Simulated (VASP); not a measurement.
# C in VASP: further runs

C is run at these levels: PBEsol; tasks: single point.

All numbers are computed with VASP 6.6.1; they aren't measurements. Logs are shortened: lines on timing, memory, paths and dates and some standing lists are left out, and cuts for length are marked.

### 1 The cell of the first run

The cell holds a slab with vacuum, 2 atoms: a = 2.456 Å, b = 2.456 Å, c = 8.524 Å, α = 90.00°, β = 90.00°, γ = 120.00°.

### 2 Single point, PBEsol

Contents of INCAR:

```
SYSTEM = C
PREC = Accurate
ENCUT = 520
EDIFF = 1E-6
ISMEAR = 1
SIGMA = 0.1
LREAL = .FALSE.
LASPH = .TRUE.
NELM = 100
ALGO = Normal
ISIF = 2
LWAVE = .FALSE.
LCHARG = .FALSE.
GGA = PS
NBANDS = 11
```

Contents of KPOINTS:

```
Automatic mesh
0
G
  4 4 1
  0 0 0
```

Contents of POSCAR:

```
C
1.0
    2.4561700000      0.0000000000      0.0000000000
   -1.2280850000      2.1271060000      0.0000000000
    0.0000000000      0.0000000000      8.5238030000
C
2
Direct
    0.3333333333      0.6666666667      0.0000000000
    0.6666666667      0.3333333333      0.0000000000
```

Potentials or basis: VASP PAW PBE potentials, release 64 (C).

Started as:

```
> cat potpaw_PBE.64/C/POTCAR > POTCAR
> mpirun -np 1 vasp_std > vasp.out
```

OUTCAR:

```text
SYSTEM = C
   PREC = Accurate
   ENCUT = 520
   EDIFF = 1E-6
   ISMEAR = 1
   LREAL = .FALSE.
   LASPH = .TRUE.
   NELM = 100
   ISIF = 2
   GGA = PS

 ion  position               nearest neighbor table
   1  0.333  0.667  0.000-   2 1.42   2 1.42   2 1.42
   2  0.667  0.333  0.000-   1 1.42   1 1.42   1 1.42

  LATTYP: Found a hexagonal cell.
 ALAT       =     2.4561700000
 C/A-ratio  =     3.4703636149

  Lattice vectors:

 A1 = (   2.4561700000,   0.0000000000,   0.0000000000)
 A2 = (  -1.2280850000,   2.1271060000,   0.0000000000)
 A3 = (   0.0000000000,   0.0000000000,   8.5238030000)

Analysis of symmetry for initial positions (statically):
=====================================================================
 Subroutine PRICEL returns:
 Original cell was already a primitive cell.

 Routine SETGRP: Setting up the symmetry group for a
 hexagonal supercell.

 Subroutine GETGRP returns: Found 24 space group operations
 (whereof 24 operations were pure point group operations)
 out of a pool of 24 trial point group operations.

The static configuration has the point symmetry D_6h.

Analysis of symmetry for dynamics (positions and initial velocities):
=====================================================================
 Subroutine PRICEL returns:
 Original cell was already a primitive cell.

 Routine SETGRP: Setting up the symmetry group for a
 hexagonal supercell.

 Subroutine GETGRP returns: Found 24 space group operations
 (whereof 24 operations were pure point group operations)
 out of a pool of 24 trial point group operations.

The dynamic configuration has the point symmetry D_6h.

 Subroutine INISYM returns: Found 24 space group operations
 (whereof 24 operations are pure point group operations),
 and found     1 'primitive' translations

----------------------------------------------------------------------------------------

                                     Primitive cell

  volume of cell :      44.5329

  direct lattice vectors                    reciprocal lattice vectors
     2.456170000  0.000000000  0.000000000     0.407137942  0.235061158  0.000000000
    -1.228085000  2.127106000  0.000000000     0.000000000  0.470122316  0.000000000
     0.000000000  0.000000000  8.523803000     0.000000000  0.000000000  0.117318526
[... 66 lines left out ...]
   NSW    =      0    number of steps for IOM
   IBRION =     -1    ionic relax: 0-MD 1-quasi-New 2-CG
   NFREE  =      0    steps in history (QN), initial steepest desc. (CG)
   ISIF   =      2    stress and relaxation
   ISYM   =      2    0-nonsym 1-usesym 2-fastsym
   POTIM  = 0.5000    time-step for ionic-motion
   TEBEG  =    0.0;   TEEND  =   0.0 temperature during run
   PSTRESS=    0.0 pullay stress
   NELECT =       8.0000    total number of electrons
   NUPDOWN=      -1.0000    fix difference up-down
   EMIN   =  10.00;   EMAX   =-10.00  energy-range for DOS
   EFERMI =   0.00;   METHOD = LEGACY
   ISMEAR =     1;   SIGMA  =   0.10  broadening in eV -4-tet -1-fermi 0-gaus
   EFERMI_NEDOS =   21; number of points for ismear=-14 and -15
   IALGO  =     38    algorithm
   IMIX   =      4    mixing-type and parameters
     AMIX     =   0.40;   BMIX     =  1.00
     AMIX_MAG =   1.60;   BMIX_MAG =  1.00
  volume/ion in A,a.u.               =      22.27       150.26
  Fermi-wavevector in a.u.,A,eV,Ry     =   0.923729  1.745594 11.609511  0.853275
  Thomas-Fermi vector in A             =   2.049397
   LORBIT       =      0    0 simple, 1 ext, 2 COOP (PROOUT), +10 PAW based schemes
   GGA     = PS    functional components
   LHFCALC =     F    Hartree Fock is set to
   AEXX    =    0.0000 exact exchange contribution
   IVDW    =     0    specifies the selected vdW correction
   LEPSILON=     F    determine dielectric tensor
   LRPA    =     F    only Hartree local field effects (RPA)
 non-spin polarized calculation
 Methfessel and Paxton  Order N= 1 SIGMA  =   0.10
  energy-cutoff  :      520.00
  volume of cell :       44.53
 maximum number of plane-waves:      1216
   NGX =  9   NGY =  9   NGZ = 31

 number of electron       7.9999997 magnetization

 Free energy of the ion-electron system (eV)
  ---------------------------------------------------
  ext. energy  EPLUGINS =         0.00000000
  ---------------------------------------------------
  free energy    TOTEN  =       -19.31367507 eV

  energy without entropy =      -19.31476218  energy(sigma->0) =      -19.31403744

 E-fermi :  -3.0397     XC(G=0):  -4.9665

 val. band max:       -3.1239091065   @ k =   0.5000   0.0000   0.0000
 cond. band min:       0.9200441571   @ k =   0.5000   0.0000   0.0000
 fundamental gap:      4.0439532636
 Fermi energy:        -3.0397208850

 k-point     1 :       0.0000    0.0000    0.0000
  band No.  band energies     occupation
      1     -20.3151      2.00000
      2      -8.4679      2.00000
      3      -3.7321      2.00000
      4      -3.7321      2.00000
      5       2.3685      0.00000
      6       4.7297      0.00000
      7       6.3061      0.00000
      8       7.6261      0.00000
      9       7.6261      0.00000
     10      10.8607      0.00000
     11      12.1401      0.00000
[... 29 lines left out ...]
 k-point     4 :       0.2500    0.2500    0.0000
  band No.  band energies     occupation
      1     -15.9917      2.00000
      2     -11.2365      2.00000
      3      -9.7658      2.00000
      4      -3.5178      2.00000
      5       2.1128      0.00000
      6       8.3948      0.00000
      7       9.8800      0.00000
      8      11.4602      0.00000
      9      12.0751      0.00000
     10      12.2267      0.00000
     11      12.8792      0.00000

------------------------ aborting loop because EDIFF is reached ----------------------------------------

  FORCE on cell =-STRESS in cart. coord.  units (eV):
  Direction    XX          YY          ZZ          XY          YZ          ZX
  --------------------------------------------------------------------------------------
  -------------------------------------------------------------------------------------
  Total        0.1759344      0.1759345     -0.0061139     -0.0000000      0.0000000      0.0000000
  in kB        6.3296599      6.3296622     -0.2199639     -0.0000000      0.0000000      0.0000000
  external PRESSURE =       4.1464527 kB  Pullay stress =       0.0000000 kB

 VOLUME and BASIS-vectors are now :
 -----------------------------------------------------------------------------
  energy-cutoff  :      520.00
  volume of cell :       44.53
      direct lattice vectors                 reciprocal lattice vectors
     2.456170000  0.000000000  0.000000000     0.407137942  0.235061158  0.000000000
    -1.228085000  2.127106000  0.000000000     0.000000000  0.470122316  0.000000000
     0.000000000  0.000000000  8.523803000     0.000000000  0.000000000  0.117318526

 POSITION                                       TOTAL-FORCE (eV/Angst)
 -----------------------------------------------------------------------------------
     -0.00000      1.41807      0.00000        -0.000000     -0.000000      0.000000
      1.22809      0.70904      0.00000         0.000000      0.000000     -0.000000
 -----------------------------------------------------------------------------------
    total drift:                                0.000000     -0.000000      0.000000

  FREE ENERGIE OF THE ION-ELECTRON SYSTEM (eV)
  ---------------------------------------------------
  free  energy   TOTEN  =       -19.3136750682 eV

  energy  without entropy=      -19.3147621755  energy(sigma->0) =      -19.31403744
```

stdout:

```text
POSCAR found type information on POSCAR C
 POSCAR found :  1 types and       2 ions
 scaLAPACK will be used
 -----------------------------------------------------------------------------
|                                                                             |
|                                                                             |
|     You enforced a specific xc type in the INCAR file but a different       |
|     I HOPE YOU KNOW WHAT YOU ARE DOING!                                     |
|                                                                             |
 -----------------------------------------------------------------------------

 LDA part: xc-table for (Slater+PW92), standard interpolation
 POSCAR, INCAR and KPOINTS ok, starting setup
 FFT: planning ... GRIDC
 FFT: planning ... GRID_SOFT
 FFT: planning ... GRID
 WAVECAR not read
 entering main loop
```

It took 6.4 s on 1 thread of Intel Xeon 8259CL, shared host; peak memory 0.14 GiB.

Results:

* Free energy: -19.3137 eV
* Band gap on the k mesh: 4.04 eV, direct

Caveat: the k points lie up to 0.74 Å⁻¹ apart; the PAW data sets were made with another functional, which shifts forces and pressure a little.

### 3 Single point, PBEsol

Contents of INCAR:

```
SYSTEM = C
PREC     = Accurate       ! precision mode
ENCUT    = 520            ! plane-wave cutoff, eV
EDIFF    = 1E-7           ! SCF threshold, eV
ISMEAR   = 1              ! smearing method
SIGMA    = 0.1            ! smearing width, eV
LREAL    = .FALSE.        ! projectors in reciprocal space
LASPH    = .TRUE.         ! aspherical terms in the spheres
NELM     = 80             ! most SCF steps
ALGO     = Normal         ! electronic algorithm
ISIF     = 2              ! what is computed and relaxed
LWAVE    = .FALSE.        ! write WAVECAR
LCHARG   = .FALSE.        ! write CHGCAR
GGA      = PS             ! functional
NBANDS   = 11             ! bands
```

Contents of KPOINTS:

```
Automatic mesh
0
G
  5 5 2
  0 0 0
```

POSCAR is that of step 2.

Potentials or basis: VASP PAW PBE potentials, release 64 (C).

Started as:

```
> cat potpaw_PBE.64/C/POTCAR > POTCAR
> mpirun -np 1 vasp_std > vasp.out
```

Wall time 10 s (1 thread of Intel Xeon 8259CL, shared host); peak memory 0.14 GiB.

Results (log left out):

```yaml
Free_energy: -19.2560 eV
Band_gap_on_the_k_mesh: 2.82 eV, direct
```

Levels at points of the mesh, in eV from the valence-band top:
| k point | band 1 | band 2 | band 3 | band 4 | band 5 | band 6 | band 7 | band 8 | band 9 |
| --- | --- | --- | --- | --- | --- | --- | --- | --- | --- |
| (0.00, 0.00, 0.00) | -18.06 | -6.21 | -1.48 | -1.48 | 4.61 | 6.98 | 8.53 | 9.88 | 9.88 |
| (0.00, 0.00, 0.50) | -18.06 | -6.21 | -1.48 | -1.48 | 5.33 | 5.41 | 9.88 | 9.88 | 10.60 |

Caveat: the k points lie up to 0.59 Å⁻¹ apart; the PAW data sets were made with another functional, which shifts forces and pressure a little.

(Part 1 of 2 ends here.)
